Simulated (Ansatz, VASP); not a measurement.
One calculation of Ba, two programs

```
CELL_PARAMETERS angstrom
8.25128 0.00000 0.00000
0.00000 8.25128 0.00000
0.00000 0.00000 8.25128
ATOMIC_POSITIONS crystal
Ba 0.00000 0.00000 0.00000
Ba 0.50000 0.50000 0.50000
Ba 0.25000 0.00000 0.50000
Ba 0.75000 0.00000 0.50000
Ba 0.50000 0.25000 0.00000
Ba 0.50000 0.75000 0.00000
Ba 0.00000 0.50000 0.25000
Ba 0.00000 0.50000 0.75000
```

Alike in both runs: functional RPBE; k mesh 4 × 4 × 4; occupations fermi-dirac, width 0.1 eV; no spin polarisation.

Ansatz relaxed the structure, and its values are those at the end. VASP's run is a single point on that final structure, the one shown.

```csv
,VASP,Ansatz
version,VASP 6.6.1,Ansatz 0.2.0
potentials or method,"VASP PAW PBE potentials, release 64 (Ba_sv), cutoff 520 eV","plane waves (420 eV) with PAW, scalar-relativistic"
valence electrons in the cell,80,80
```

|  | VASP | Ansatz | Ansatz less VASP |
| --- | --- | --- | --- |
| pressure (GPa) | 0.0 | 0.0 | -0.03 |

VASP's potentials were made for PBE, not for RPBE.

Neither program's run includes spin-orbit coupling.
